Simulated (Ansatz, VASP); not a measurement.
PtSe2 in VASP and in Ansatz

```
Se Pt
1.0
     3.70704    0.00000    0.00000
    -1.85352    3.21039    0.00000
     0.00000    0.00000   22.79816
Se Pt
4 2
Direct
  0.66667 0.33333 0.19738
  0.33333 0.66667 0.31358
  0.50000 0.00000 0.47412
  0.16667 0.33333 0.59032
  0.00000 0.00000 0.25548
  0.83333 0.66667 0.53222
```

Alike in both runs: task single point; functional PBE; dispersion D3(BJ); k mesh 9 × 9 × 1; occupations gaussian, width 0.05 eV; no spin polarisation.

```csv
,VASP,Ansatz
version,VASP 6.6.1,Ansatz 0.2.0
potentials or method,"VASP PAW PBE potentials, release 64 (Se, Pt), cutoff 520 eV","scalar-relativistic, plane waves, PAW"
valence electrons in the cell,44,100
```

Ansatz gave:

* gap on the k mesh at the Fermi level (eV): 1.00
* least direct gap on the mesh (eV): 1.17
* rms of the force components (eV/Å): 0.030

Task: What did VASP give for the same quantities?

Result: gap on the k mesh at the Fermi level (eV): 0.99; least direct gap on the mesh (eV): 1.16; rms of the force components (eV/Å): 0.030.

VASP's potentials hold 44 valence electrons a cell and Ansatz's 100, so a difference there can come from the potentials and not from the codes.

Spin-orbit coupling is off throughout.
